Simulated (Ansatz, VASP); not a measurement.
**Two plane-wave programs on Cu**

```
CELL_PARAMETERS angstrom
0.00000 2.61593 2.61593
2.61593 0.00000 2.61593
2.61593 2.61593 0.00000
ATOMIC_POSITIONS crystal
Cu 0.87500 0.87500 0.87500
Cu 0.12500 0.12500 0.12500
```

Change from the starting cell: volume scaled by 1, PAW files.

Alike in both runs: task single point; functional PBEsol; k mesh 14 × 14 × 14; occupations fermi-dirac, width 0.1 eV; no spin polarisation.

|  | VASP | Ansatz |
| --- | --- | --- |
| version | VASP 6.6.1 | Ansatz 0.2.0 |
| potentials or method | VASP PAW PBE potentials, release 64 (Cu) | PAW with Ansatz's default frozen-core files, scalar-relativistic |
| plane-wave cutoff (eV) | 600 | 420 |
| valence electrons in the cell | 22 | 38 |

VASP gave:

- pressure (GPa): 0.1

What did Ansatz give for the same quantities?

Pressure (GPa): 0.0.

VASP's potentials were made for PBE, not for PBEsol. VASP's potentials hold 22 valence electrons a cell and Ansatz's 38, so a difference there can come from the potentials and not from the codes.
